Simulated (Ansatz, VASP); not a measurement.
One calculation of MgSe, two programs

File INCAR:

```
PREC = Accurate
ENCUT = 600
EDIFF = 1E-6
ISMEAR = 0
SIGMA = 0.01
LREAL = False
LASPH = True
NELM = 120
ALGO = Normal
ISIF = 2
LWAVE = False
LCHARG = False
GGA = CA
NBANDS = 11
GGA_COMPAT = False
```

Contents of KPOINTS:

```
Automatic mesh
0
Gamma
  8 8 8
```

The input POSCAR:

```
MgSe
1.0
    2.6714849383      2.6714849383      0.0000000000
   -2.6714849383      2.6714849383      0.0000000000
    0.0000000000      2.6714849383      2.6714849383
Mg Se
1 1
Direct
    0.0000000000      0.0000000000      0.0000000000
    0.5000000000      0.5000000000      0.0000000000
```

Input for Ansatz:

```yaml
crystal:
  lattice:
    - [2.67148493831, 2.67148493831, 0.0]
    - [-2.67148493831, 2.67148493831, 0.0]
    - [0.0, 2.67148493831, 2.67148493831]
  atoms:
    - { symbol: Mg, position: [0.0, 0.0, 0.0] }
    - { symbol: Se, position: [0.5, 0.5, 0.0] }
kpoints:
  mp_grid: { grid: [8, 8, 8] }
scf:
  occupations: { method: fixed }
  convergence: { dr2_threshold: 1.0e-10 }
hamiltonian:
  xc: lda
  pseudopotentials: { kind: all_electron, lapw: { basis_error: 0.0005 } }
output:
  forces: true
  stress: true
  eigenstates:
    kpoints:
      - [0.0, 0.0, 0.0]
      - [-0.5, 0.5, 0.0]
      - [-0.5, -0.5, -0.5]
      - [0.0, 0.0, -0.5]
      - [0.0, -0.5, -0.5]
      - [0.0, 0.5, 0.0]
      - [-0.5, 0.0, 0.0]
      - [-0.5, 0.0, -0.5]
  eigenvalues: true
```

Alike in both runs: task single point; functional LDA; k mesh 8 × 8 × 8; no spin polarisation.

|  | VASP | Ansatz |
| --- | --- | --- |
| version | VASP 6.6.1 | Ansatz 0.2.0 |
| potentials or method | VASP PAW LDA potentials, release 64 (Mg, Se), cutoff 600 eV | all-electron LAPW, scalar-relativistic |
| occupations | gaussian, width 0.01 eV | fixed |

VASP gave:

| Item | Value |
| --- | --- |
| gap on the k mesh at the Fermi level (eV) | 1.75 |
| pressure (GPa) | 1.7 |

Q: What did Ansatz give for the same quantities?

A: gap on the k mesh at the Fermi level (eV): 1.76; pressure (GPa): 2.0.

LDA's correlation is that of Perdew and Zunger in VASP and of Perdew and Wang (1992) in Ansatz. Ansatz ran all-electron here, and VASP with PAW potentials.
